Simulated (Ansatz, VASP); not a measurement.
**Two plane-wave programs on TiO2**

INCAR

```
  ALGO = Normal
  EDIFF = 1E-6
  ENCUT = 520
  GGA = PE
  ISIF = 2
  ISMEAR = 0
  LASPH = True
  LCHARG = False
  LREAL = False
  LWAVE = False
  NBANDS = 60
  NELM = 60
  PREC = Accurate
  SIGMA = 0.05
```

File KPOINTS:

```
k-points
0
Gamma
  4 8 4
```

POSCAR

```
TiO2
1.0
    9.5199614268      0.0000000000      0.0000000000
    0.0000000000      2.9757553183      0.0000000000
    0.0000000000      0.0000000000      4.9701988129
Ti O
4 8
Direct
    0.1378099423      0.2500000000      0.9188418011
    0.8621900577      0.7500000000      0.0811581989
    0.3621900577      0.7500000000      0.4188418011
    0.6378099423      0.2500000000      0.5811581989
    0.2665934495      0.2500000000      0.6333891596
    0.7334065505      0.7500000000      0.3666108404
    0.2334065505      0.7500000000      0.1333891596
    0.7665934495      0.2500000000      0.8666108404
    0.9696409657      0.2500000000      0.2033403145
    0.0303590343      0.7500000000      0.7966596855
    0.5303590343      0.7500000000      0.7033403145
    0.4696409657      0.2500000000      0.2966596855
```

Input for Ansatz:

```yaml
crystal:
  lattice:
    - [9.5199614268, 0.0, 0.0]
    - [0.0, 2.9757553183, 0.0]
    - [0.0, 0.0, 4.9701988129]
  atoms:
    - { symbol: Ti, position: [0.1378099423, 0.25, 0.9188418011] }
    - { symbol: Ti, position: [0.8621900577, 0.75, 0.0811581989] }
    - { symbol: Ti, position: [0.3621900577, 0.75, 0.4188418011] }
    - { symbol: Ti, position: [0.6378099423, 0.25, 0.5811581989] }
    - { symbol: O, position: [0.2665934495, 0.25, 0.6333891596] }
    - { symbol: O, position: [0.7334065505, 0.75, 0.3666108404] }
    - { symbol: O, position: [0.2334065505, 0.75, 0.1333891596] }
    - { symbol: O, position: [0.7665934495, 0.25, 0.8666108404] }
    - { symbol: O, position: [0.9696409657, 0.25, 0.2033403145] }
    - { symbol: O, position: [0.0303590343, 0.75, 0.7966596855] }
    - { symbol: O, position: [0.5303590343, 0.75, 0.7033403145] }
    - { symbol: O, position: [0.4696409657, 0.25, 0.2966596855] }
basis:
  ecutwfc: 420
kpoints:
  mp_grid: { grid: [4, 8, 4] }
hamiltonian:
  xc: pbe
scf:
  occupations: { method: gaussian, width: 0.05 }
output:
  forces: true
  stress: true
  eigenvalues: true
  write_density: true
  write_potential: true
  elf: true
  volumetric_format: npy
```

Alike in both runs: task single point; functional PBE; k mesh 4 × 8 × 4; occupations gaussian, width 0.05 eV; no spin polarisation.

|  | VASP | Ansatz |
| --- | --- | --- |
| version | VASP 6.6.1 | Ansatz 0.2.0 |
| potentials or method | VASP PAW PBE potentials, release 64 (Ti_sv, O), cutoff 520 eV | scalar-relativistic, plane waves, PAW |
| valence electrons in the cell | 96 | 96 |

Ansatz gave:

```
gap on the k mesh at the Fermi level (eV)                     : 2.57
least direct gap on the mesh (eV)                             : 2.71
pressure (GPa)                                                : 0.0
traceless stress, the component that is largest in VASP (GPa) : 0.01
rms of the force components (eV/Å)                            : 0.001
```

**Question.** What did VASP give for the same quantities?

**Answer.** gap on the k mesh at the Fermi level (eV): 2.55; least direct gap on the mesh (eV): 2.69; pressure (GPa): 0.7; traceless stress, the component that is largest in VASP (GPa): -0.19; rms of the force components (eV/Å): 0.029.

Atom by atom the forces differ by 0.030 eV/Å (rms over components). With one functional, cell and mesh, what is left measures potentials, basis and numerics.
